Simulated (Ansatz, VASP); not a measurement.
## One calculation of CaO, two programs

INCAR

```
PREC = Accurate
ENCUT = 520
EDIFF = 1E-7
ISMEAR = -1
SIGMA = 0.02
LREAL = F
LASPH = T
NELM = 100
ALGO = Normal
ISIF = 2
LWAVE = F
LCHARG = T
GGA = PE
LELF = T
LVHAR = T
NBANDS = 15
```

File KPOINTS:

```
Automatic mesh
0
Gamma
  10 10 10
```

Contents of POSCAR:

```
CaO
1.0
    0.0159836674      2.4135337777      2.4135337777
    2.4135337777      0.0159836674      2.4135337777
    2.4135337777      2.4135337777      0.0159836674
Ca O
1 1
Direct
    0.0000000000      0.0000000000      0.0000000000
    0.5000000000      0.5000000000      0.5000000000
```

Input for Ansatz:

```yaml
crystal:
  lattice:
    - [0.0159836674, 2.4135337777, 2.4135337777]
    - [2.4135337777, 0.0159836674, 2.4135337777]
    - [2.4135337777, 2.4135337777, 0.0159836674]
  atoms:
    - { symbol: Ca, position: [0.0, 0.0, 0.0] }
    - { symbol: O, position: [0.5, 0.5, 0.5] }
kpoints:
  mp_grid: { grid: [10, 10, 10] }
  band_path:
    path:
      - [0.0, 0.0, 0.0]
      - [0.5, 0.0, 0.5]
      - [0.625, 0.25, 0.625]
      - [0.375, 0.375, 0.75]
      - [0.5, 0.5, 0.5]
      - [0.5, 0.25, 0.75]
      - [0.0, 0.5, 0.5]
    npoints: 1
hamiltonian:
  xc: pbe
scf:
  occupations: { method: fermi_dirac, width: 0.02 }
  n_extra_bands: 4
output:
  forces: true
  stress: true
  eigenvalues: true
```

Change from the starting cell: shear_111 strain +1.0%.

Alike in both runs: task single point; functional PBE; k mesh 10 × 10 × 10; occupations fermi-dirac, width 0.02 eV; no spin polarisation.

```csv
,VASP,Ansatz
version,VASP 6.6.1,Ansatz 0.2.0
potentials or method,"VASP PAW PBE potentials, release 64 (Ca_sv, O)","plane waves, PAW"
plane-wave cutoff (eV),520,420
valence electrons in the cell,16,16
```

VASP gave:

- gap on the k mesh at the Fermi level (eV): 3.62
- pressure (GPa): 1.9
- traceless stress, the component that is largest in VASP (GPa): -0.51

Problem. What did Ansatz give for the same quantities?

Solution. gap on the k mesh at the Fermi level (eV): 3.64; pressure (GPa): 1.3; traceless stress, the component that is largest in VASP (GPa): -0.51.
